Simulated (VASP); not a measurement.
# HgTe (I-4m2) in VASP: a series of runs

Runs on HgTe. Level: PBE. Tasks: single point.

Program: VASP 6.6.1. These are calculated values, not measurements. Logs are shortened: lines on timing, memory, paths and dates and some standing lists are left out, and cuts for length are marked.

**1. The cell of the first run**

The structure is tetragonal, space group I-4m2 (No. 119). Conventional cell: a = 4.820 Å, b = 4.820 Å, c = 6.483 Å, α = 90.00°, β = 90.00°, γ = 90.00°. Within 3.8 Å of Hg (site symmetry -4m2) lie 4 Te at 2.90 Å. Within 3.8 Å of Te (site symmetry -4m2) lie 4 Hg at 2.90 Å.

**2. Single point, PBE (strain +0.025 along x and y, -0.025 along z)**

Contents of INCAR:

```
PREC     = Accurate       # precision mode
ENCUT    = 520            # plane-wave cutoff, eV
EDIFF    = 1E-6           # SCF threshold, eV
ISMEAR   = 0              # smearing method
SIGMA    = 0.15           # smearing width, eV
LREAL    = F              # projectors in reciprocal space
LASPH    = T              # aspherical terms in the spheres
NELM     = 60             # most SCF steps
ALGO     = Normal         # electronic algorithm
ISIF     = 2              # what is computed and relaxed
LWAVE    = F              # write WAVECAR
LCHARG   = F              # write CHGCAR
GGA      = PE             # functional
NBANDS   = 16             # bands
```

Contents of KPOINTS:

```
regular mesh
0
Gamma
  16 16 16
```

Contents of POSCAR:

```
HgTe
1.0
    0.0000000000      3.4079180388      3.2416781344
    3.4079180388      0.0000000000      3.2416781344
    3.4079180388      3.4079180388      0.0000000000
Hg Te
1 1
Direct
    0.0000000000      0.0000000000      0.0000000000
    0.7500000000      0.7500000000      0.7500000000
```

Potentials or basis: VASP PAW PBE potentials, release 64 (Hg, Te).

The run is started by

```console
cat potpaw_PBE.64/Hg/POTCAR potpaw_PBE.64/Te/POTCAR > POTCAR
mpirun -np 1 vasp_std > vasp.out
```

OUTCAR:

```text
PREC = Accurate
   ENCUT = 520
   EDIFF = 1E-6
   ISMEAR = 0
   LREAL = F
   LASPH = T
   NELM = 60
   ISIF = 2
   GGA = PE

 ion  position               nearest neighbor table
   1  0.000  0.000  0.000-   2 2.90   2 2.90   2 2.90   2 2.90
   2  0.750  0.750  0.750-   1 2.90   1 2.90   1 2.90   1 2.90

  LATTYP: Found a body centered tetragonal cell.
 ALAT       =     4.8195239099
 C/A-ratio  =     1.3452275349

  Lattice vectors:

 A1 = (   0.0000000000,  -3.4079180388,  -3.2416781344)
 A2 = (   0.0000000000,   3.4079180388,  -3.2416781344)
 A3 = (   3.4079180388,   0.0000000000,   3.2416781344)

Analysis of symmetry for initial positions (statically):
=====================================================================
 Subroutine PRICEL returns:
 Original cell was already a primitive cell.

 Routine SETGRP: Setting up the symmetry group for a
 body centered tetragonal supercell.

 Subroutine GETGRP returns: Found  8 space group operations
 (whereof  8 operations were pure point group operations)
 out of a pool of 16 trial point group operations.

The static configuration has the point symmetry D_2d.

Analysis of symmetry for dynamics (positions and initial velocities):
=====================================================================
 Subroutine PRICEL returns:
 Original cell was already a primitive cell.

 Routine SETGRP: Setting up the symmetry group for a
 body centered tetragonal supercell.

 Subroutine GETGRP returns: Found  8 space group operations
 (whereof  8 operations were pure point group operations)
 out of a pool of 16 trial point group operations.

The dynamic configuration has the point symmetry D_2d.

 Subroutine INISYM returns: Found  8 space group operations
 (whereof  8 operations are pure point group operations),
 and found     1 'primitive' translations

----------------------------------------------------------------------------------------

                                     Primitive cell

  volume of cell :      75.2971

  direct lattice vectors                    reciprocal lattice vectors
     0.000000000  3.407918039  3.241678134    -0.146717144  0.146717144  0.154241100
     3.407918039  0.000000000  3.241678134     0.146717144 -0.146717144  0.154241100
     3.407918039  3.407918039  0.000000000     0.146717144  0.146717144 -0.154241100

  length of vectors
     4.703443684  4.703443684  4.819523910     0.258538502  0.258538502  0.258538502

  position of ions in fractional coordinates (direct lattice)
     0.000000000  0.000000000  0.000000000
     0.750000000  0.750000000  0.750000000

  ion indices of the primitive-cell ions
   primitive index   ion index
                 1           1
                 2           2

----------------------------------------------------------------------------------------

 KPOINTS: regular mesh

Automatic generation of k-mesh.
 Grid dimensions read from file:
 generate k-points for:   16   16   16

 Generating k-lattice:

  Cartesian coordinates                     Fractional coordinates (reciprocal lattice)
    -0.009169821  0.009169821  0.009640069     0.062500000  0.000000000  0.000000000
     0.009169821 -0.009169821  0.009640069     0.000000000  0.062500000  0.000000000
     0.009169821  0.009169821 -0.009640069     0.000000000  0.000000000  0.062500000

  Length of vectors
     0.016158656  0.016158656  0.016158656

  Shift w.r.t. Gamma in fractional coordinates (k-lattice)
     0.000000000  0.000000000  0.000000000

 Subroutine IBZKPT returns following result:
 ===========================================

 Found    349 irreducible k-points:

 Following reciprocal coordinates:
            Coordinates               Weight
  0.000000  0.000000  0.000000      1.000000
  0.062500  0.000000  0.000000      8.000000
  0.125000  0.000000  0.000000      8.000000
  0.187500  0.000000  0.000000      8.000000
  0.250000  0.000000  0.000000      8.000000
  0.312500  0.000000  0.000000      8.000000
[... 16 lines left out ...]
 -0.125000  0.062500  0.000000      8.000000
 -0.062500  0.062500  0.000000      4.000000
 [... further k-points ...]
   k-points           NKPTS =    349   k-points in BZ     NKDIM =    349   number of bands    NBANDS=     16
   number of dos      NEDOS =    301   number of ions     NIONS =      2
   total plane-waves  NPLWV =  46656
   dimension x,y,z NGX =    36 NGY =   36 NGZ =   36
   dimension x,y,z NGXF=    72 NGYF=   72 NGZF=   72
   ions per type =               1   1
   NGX,Y,Z   is equivalent  to a cutoff of  12.72, 12.72, 12.42 a.u.
   NGXF,Y,Z  is equivalent  to a cutoff of  25.45, 25.45, 24.84 a.u.
 SYSTEM =  unknown system
   PREC   = accura    normal or accurate (medium, high low for compatibility)
   ISTART =      0    job   : 0-new  1-cont  2-samecut
   ICHARG =      2    charge: 1-file 2-atom 10-const
   ISPIN  =      1    spin polarized calculation?
   LNONCOLLINEAR =      F non collinear calculations
   LSORBIT =      F    spin-orbit coupling
   LASPH  =      T    aspherical Exc in radial PAW
   ENCUT  =  520.0 eV  38.22 Ry    6.18 a.u.   8.75  8.75  8.96*2*pi/ulx,y,z
   NELM   =     60;   NELMIN=  2; NELMDL= -5     # of ELM steps
   EDIFF  = 0.1E-05   stopping-criterion for ELM
   LREAL  =      F    real-space projection
   EDIFFG = 0.1E-04   stopping-criterion for IOM
   NSW    =      0    number of steps for IOM
   IBRION =     -1    ionic relax: 0-MD 1-quasi-New 2-CG
   NFREE  =      0    steps in history (QN), initial steepest desc. (CG)
   ISIF   =      2    stress and relaxation
   ISYM   =      2    0-nonsym 1-usesym 2-fastsym
   POTIM  = 0.5000    time-step for ionic-motion
   TEBEG  =    0.0;   TEEND  =   0.0 temperature during run
   PSTRESS=    0.0 pullay stress
   NELECT =      18.0000    total number of electrons
   NUPDOWN=      -1.0000    fix difference up-down
   EMIN   =  10.00;   EMAX   =-10.00  energy-range for DOS
   EFERMI =   0.00;   METHOD = LEGACY
   ISMEAR =     0;   SIGMA  =   0.15  broadening in eV -4-tet -1-fermi 0-gaus
   EFERMI_NEDOS =   21; number of points for ismear=-14 and -15
   IALGO  =     38    algorithm
   IMIX   =      4    mixing-type and parameters
     AMIX     =   0.40;   BMIX     =  1.00
     AMIX_MAG =   1.60;   BMIX_MAG =  1.00
  volume/ion in A,a.u.               =      37.65       254.06
  Fermi-wavevector in a.u.,A,eV,Ry     =   1.016029  1.920017 14.045508  1.032316
  Thomas-Fermi vector in A             =   2.149349
   LORBIT       =      0    0 simple, 1 ext, 2 COOP (PROOUT), +10 PAW based schemes
   GGA     = PE    functional components
   LHFCALC =     F    Hartree Fock is set to
   AEXX    =    0.0000 exact exchange contribution
   IVDW    =     0    specifies the selected vdW correction
   LEPSILON=     F    determine dielectric tensor
   LRPA    =     F    only Hartree local field effects (RPA)
 non-spin polarized calculation
 Gauss-broadening in eV      SIGMA  =   0.15
  energy-cutoff  :      520.00
  volume of cell :       75.30
 maximum number of plane-waves:      2048
   NGX = 17   NGY = 17   NGZ = 17

 number of electron      17.9999997 magnetization

 Free energy of the ion-electron system (eV)
  ---------------------------------------------------
  ext. energy  EPLUGINS =         0.00000000
  ---------------------------------------------------
  free energy    TOTEN  =        -3.64292991 eV

  energy without entropy =       -3.64251203  energy(sigma->0) =       -3.64272097

 E-fermi :   2.1467     XC(G=0):  -8.2564

 val. band max:        2.0970270153   @ k =   0.0000   0.0000   0.0000
 cond. band min:       2.2381788107   @ k =   0.0625   0.0000   0.0000
 fundamental gap:      0.1411517954
 Fermi energy:         2.1467254137

 k-point     1 :       0.0000    0.0000    0.0000
  band No.  band energies     occupation
      1      -9.2555      2.00000
      2      -4.7642      2.00000
      3      -4.7642      2.00000
      4      -4.7554      2.00000
      5      -4.3683      2.00000
      6      -4.3450      2.00000
[... 8 lines left out ...]
     15      11.1107      0.00000
     16      11.6188      0.00000

 k-point     2 :       0.0625    0.0000    0.0000
  band No.  band energies     occupation
      1      -9.2398      2.00000
      2      -4.7600      2.00000
      3      -4.7592      2.00000
      4      -4.7490      2.00000
      5      -4.3684      2.00000
      6      -4.3456      2.00000
[... 8 lines left out ...]
     15      10.8508      0.00000
     16      11.2153      0.00000

 k-point     3 :       0.1250    0.0000    0.0000
  band No.  band energies     occupation
      1      -9.1946      2.00000
      2      -4.7482      2.00000
      3      -4.7453      2.00000
      4      -4.7277      2.00000
      5      -4.3682      2.00000
      6      -4.3474      2.00000
[... 8 lines left out ...]
     15      10.5390      0.00000
     16      10.8558      0.00000

 k-point     4 :       0.1875    0.0000    0.0000
  band No.  band energies     occupation
      1      -9.1254      2.00000
      2      -4.7314      2.00000
      3      -4.7258      2.00000
      4      -4.6844      2.00000
      5      -4.3667      2.00000
      6      -4.3491      2.00000
[... 8 lines left out ...]
     15      10.3817      0.00000
     16      10.6991      0.00000

 k-point     5 :       0.2500    0.0000    0.0000
  band No.  band energies     occupation
      1      -9.0416      2.00000
      2      -4.7131      2.00000
      3      -4.7045      2.00000
      4      -4.6111      2.00000
      5      -4.3627      2.00000
      6      -4.3495      2.00000
[... 8 lines left out ...]
     15      10.4342      0.00000
     16      10.6681      0.00000

 k-point     6 :       0.3125    0.0000    0.0000
  band No.  band energies     occupation
      1      -8.9550      2.00000
      2      -4.6968      2.00000
      3      -4.6849      2.00000
      4      -4.5016      2.00000
      5      -4.3560      2.00000
      6      -4.3470      2.00000
[... 8 lines left out ...]
     15      10.7101      0.00000
     16      10.7857      0.00000

 k-point     7 :       0.3750    0.0000    0.0000
  band No.  band energies     occupation
      1      -8.8795      2.00000
      2      -4.6849      2.00000
      3      -4.6696      2.00000
      4      -4.3718      2.00000
      5      -4.3478      2.00000
      6      -4.3275      2.00000
[... 8 lines left out ...]
     15      11.1071      0.00000
     16      11.1724      0.00000

 k-point     8 :       0.4375    0.0000    0.0000
  band No.  band energies     occupation
      1      -8.8279      2.00000
      2      -4.6779      2.00000
      3      -4.6603      2.00000
      4      -4.3478      2.00000
      5      -4.3409      2.00000
      6      -4.1946      2.00000
[... 8 lines left out ...]
     15      11.5283      0.00000
     16      11.7239      0.00000

 k-point     9 :       0.5000    0.0000    0.0000
  band No.  band energies     occupation
      1      -8.8096      2.00000
      2      -4.6756      2.00000
      3      -4.6572      2.00000
      4      -4.3455      2.00000
      5      -4.3383      2.00000
      6      -4.1195      2.00000
[... 8 lines left out ...]
     15      11.7480      0.00000
     16      12.0553      0.00000
[... 172 lines left out ...]
 k-point    19 :      -0.3750    0.0625    0.0000
  band No.  band energies     occupation
      1      -8.8519      2.00000
      2      -4.6788      2.00000
      3      -4.6592      2.00000
      4      -4.3514      2.00000
      5      -4.3453      2.00000
      6      -4.2944      2.00000
[... 8 lines left out ...]
     15      10.9847      0.00000
     16      11.6525      0.00000

 k-point    20 :      -0.3125    0.0625    0.0000
  band No.  band energies     occupation
      1      -8.9203      2.00000
      2      -4.6910      2.00000
      3      -4.6701      2.00000
      4      -4.4497      2.00000
      5      -4.3610      2.00000
      6      -4.3448      2.00000
[... 8 lines left out ...]
     15      10.4795      0.00000
     16      11.3287      0.00000

 k-point    21 :      -0.2500    0.0625    0.0000
  band No.  band energies     occupation
      1      -9.0037      2.00000
      2      -4.7075      2.00000
      3      -4.6863      2.00000
      4      -4.5737      2.00000
      5      -4.3684      2.00000
      6      -4.3457      2.00000
[... 8 lines left out ...]
     15      10.1573      0.00000
     16      11.1184      0.00000

 k-point    22 :      -0.1875    0.0625    0.0000
  band No.  band energies     occupation
      1      -9.0886      2.00000
      2      -4.7260      2.00000
      3      -4.7062      2.00000
      4      -4.6599      2.00000
      5      -4.3721      2.00000
      6      -4.3459      2.00000
[... 8 lines left out ...]
     15      10.0562      0.00000
     16      10.8310      0.00000

 k-point    23 :      -0.1250    0.0625    0.0000
  band No.  band energies     occupation
      1      -9.1624      2.00000
      2      -4.7432      2.00000
      3      -4.7278      2.00000
      4      -4.7122      2.00000
      5      -4.3725      2.00000
      6      -4.3454      2.00000
[... 8 lines left out ...]
     15      10.1687      0.00000
     16      10.5909      0.00000

 k-point    24 :      -0.0625    0.0625    0.0000
  band No.  band energies     occupation
      1      -9.2150      2.00000
      2      -4.7554      2.00000
      3      -4.7491      2.00000
      4      -4.7372      2.00000
      5      -4.3708      2.00000
      6      -4.3450      2.00000
[... 8 lines left out ...]
     15      10.4544      0.00000
     16      10.8338      0.00000

 [... further k-points ...]
[... 5 lines left out ...]
  --------------------------------------------------------------------------------------
  -------------------------------------------------------------------------------------
  Total       -0.4610069     -0.4610069     -0.1284373      0.0000000      0.0000000      0.0000000
  in kB       -9.8093414     -9.8093414     -2.7328990      0.0000000      0.0000000      0.0000000
  external PRESSURE =      -7.4505273 kB  Pullay stress =       0.0000000 kB

 VOLUME and BASIS-vectors are now :
 -----------------------------------------------------------------------------
  energy-cutoff  :      520.00
  volume of cell :       75.30
      direct lattice vectors                 reciprocal lattice vectors
     0.000000000  3.407918039  3.241678134    -0.146717144  0.146717144  0.154241100
     3.407918039  0.000000000  3.241678134     0.146717144 -0.146717144  0.154241100
     3.407918039  3.407918039  0.000000000     0.146717144  0.146717144 -0.154241100

 POSITION                                       TOTAL-FORCE (eV/Angst)
 -----------------------------------------------------------------------------------
      0.00000      0.00000      0.00000         0.000000      0.000000      0.000000
      5.11188      5.11188      4.86252        -0.000000      0.000000     -0.000000
 -----------------------------------------------------------------------------------
    total drift:                                0.000000      0.000000      0.000000

  FREE ENERGIE OF THE ION-ELECTRON SYSTEM (eV)
  ---------------------------------------------------
  free  energy   TOTEN  =        -3.6429299058 eV

  energy  without entropy=       -3.6425120270  energy(sigma->0) =       -3.64272097
```

It took 7.8 min on 1 thread of Intel Xeon 8259CL, shared host; peak memory 0.55 GiB.

What came out:

```
Free energy            : -3.6429 eV
Pressure               : -0.7 GPa
Band gap on the k mesh : 0.09 eV (least direct gap 0.14 eV)
```

Caveat: the cell differs from its parent crystal (strain +0.025 along x and y, -0.025 along z); the smearing spreads over this small gap; spin-orbit coupling is left out, which moves the levels of the heavy elements. A k mesh can miss the band edges.

**3. Single point, PBE (strain +0.000 along x and y, -0.050 along z)**

Contents of INCAR:

```
  ALGO = Normal
  EDIFF = 1E-6
  ENCUT = 520
  GGA = PE
  ISIF = 2
  ISMEAR = 0
  LASPH = True
  LCHARG = False
  LREAL = False
  LWAVE = False
  NBANDS = 16
  NELM = 100
  PREC = Accurate
  SIGMA = 0.15
```

Contents of KPOINTS:

```
k-points
0
Gamma
  16 16 16
```

Contents of POSCAR:

```
HgTe
1.0
    0.0000000000      3.3247980866      3.1585581823
    3.3247980866      0.0000000000      3.1585581823
    3.3247980866      3.3247980866      0.0000000000
Hg Te
1 1
Direct
    0.0000000000      0.0000000000      0.0000000000
    0.7500000000      0.7500000000      0.7500000000
```

Potentials or basis: VASP PAW PBE potentials, release 64 (Hg, Te).

The run is started by

```console
cat potpaw_PBE.64/Hg/POTCAR potpaw_PBE.64/Te/POTCAR > POTCAR
mpirun -np 1 vasp_std > vasp.out
```

It took 2.1 min on 1 thread of Intel Xeon 6975P-C (Granite Rapids), shared host; peak memory 0.52 GiB.

It converged, with:

- Free energy: -3.6230 eV
- Pressure: 2.0 GPa
- Band gap on the k mesh: 0.10 eV (least direct gap 0.15 eV)

Stress tensor (GPa, compression positive):
```
1.83 0.00 0.00
0.00 1.83 0.00
0.00 0.00 2.46
```

Levels at points of the mesh, in eV from the valence-band top:
```csv
k point,band 5,band 6,band 7,band 8,band 9,band 10,band 11,band 12,band 13,band 14
"(0.00, 0.00, 0.00)",-6.68,-6.65,-0.81,-0.05,-0.05,0.10,4.31,4.32,4.32,6.51
"(0.50, 0.00, 0.00)",-6.64,-6.38,-5.25,-1.02,-0.81,0.70,4.94,5.23,6.88,7.82
"(0.50, 0.50, 0.00)",-6.61,-6.19,-5.09,-2.25,-2.25,1.68,2.46,8.31,8.74,8.74
"(0.50, 0.00, 0.50)",-6.61,-6.27,-5.31,-2.10,-1.99,2.04,2.66,7.98,8.54,8.78
```

Caveat: the cell differs from its parent crystal (strain +0.000 along x and y, -0.050 along z); the smearing spreads over this small gap; spin-orbit coupling is left out, which moves the levels of the heavy elements. A k mesh can miss the band edges.

The gap in the log of VASP goes by the Fermi energy; the results here count the filled bands.